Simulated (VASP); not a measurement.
Input of a VASP 6.6.1 run:

The input INCAR:

```
SYSTEM = Nb
  PREC = Accurate
  ENCUT = 520
  EDIFF = 1E-7
  ISMEAR = -1
  SIGMA = 0.05
  LREAL = .False.
  LASPH = .True.
  NELM = 80
  ALGO = Normal
  ISIF = 2
  LWAVE = .False.
  LCHARG = .False.
  NBANDS = 20
```

Contents of KPOINTS:

```
regular mesh
0
Gamma
  15 15 8
  0 0 0
```

Contents of POSCAR:

```
Nb
1.0
    2.4696643808      0.0000000000      0.0000000000
   -1.2348321904      2.1387920926      0.0000000000
    0.0000000000      0.0000000000      4.3408973814
Nb
2
Direct
    0.3333333333      0.6666666667      0.2500000000
    0.6666666667      0.3333333333      0.7500000000
```

Potentials or basis: VASP PAW LDA potentials, release 64 (Nb_sv).

Run with:

```sh
$ cat potpaw_LDA.64/Nb_sv/POTCAR > POTCAR
$ mpirun -np 1 vasp_std > vasp.out
```

(1) Predict the pressure.

(2) Predict the band gap on the k mesh.

Results:

(1) 168.9 GPa.

(2) zero (bands 13 and 14 overlap by 4.32 eV).

Caveat: the cell stands under pressure.
